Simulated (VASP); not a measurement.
The system is Si2GeC3.

```
CELL_PARAMETERS angstrom
4.55777 0.00000 0.00000
-2.27889 3.94715 0.00000
0.00000 0.00000 6.07861
ATOMIC_POSITIONS crystal
Si 0.33333 0.66667 0.50000
Si 0.66667 0.33333 0.50000
Ge 0.00000 0.00000 0.00000
C 0.00000 0.00000 0.71418
C 0.00000 0.00000 0.28582
C 0.00000 0.00000 0.50000
```

The cell was built from a structure type or drawn by symmetry, and may not be a known phase.

| Property | Result |
| --- | --- |
| Program | VASP 6.6.1 |
| Task | relaxation of cell and atoms |
| Functional | PBE |
| Potentials or basis | VASP PAW PBE potentials, release 64 (Si, Ge_d, C) |
| Cutoff | 600 eV |
| k mesh | 12 × 12 × 6 |
| Occupations | gaussian, width 0.1 eV |
| Spin | no spin polarisation |

At the start: pressure 0.0 GPa; volume 18.23 Å³/atom.

Problem. Where does the relaxation end?

Solution. Over 11 steps the energy falls by 2.4 meV/atom and the volume is 18.62 Å³/atom (+2.2 %); space group P6/mmm (No. 191, to 0.1 Å) before and after.

The path:
```
step  energy change (eV)  largest force (eV/Å)  pressure (GPa)  volume (Å³)
   1              0.0000                0.2261            0.05       109.36
   2              0.0022                0.4726            1.88       109.43
   3             -0.0077                0.0786            0.89       109.39
   4             -0.0135                0.0741            0.38       110.86
   5             -0.0140                0.0700           -0.16       112.14
   6             -0.0143                0.0714           -0.17       111.87
   7             -0.0142                0.0734            0.01       111.36
   8             -0.0143                0.0723            0.00       111.56
   9             -0.0143                0.0718           -0.06       111.71
  10             -0.0135                0.2692            0.18       111.71
  11             -0.0144                0.0007           -0.03       111.71
```

Final structure:
```
Si Ge C
1.0
     4.61744    0.00000    0.00000
    -2.30872    3.99882    0.00000
     0.00000    0.00000    6.05021
Si Ge C
2 1 3
Direct
  0.33333 0.66667 0.50000
  0.66667 0.33333 0.50000
  0.00000 0.00000 0.00000
  0.00000 0.00000 0.71478
  0.00000 0.00000 0.28522
  0.00000 0.00000 0.50000
```
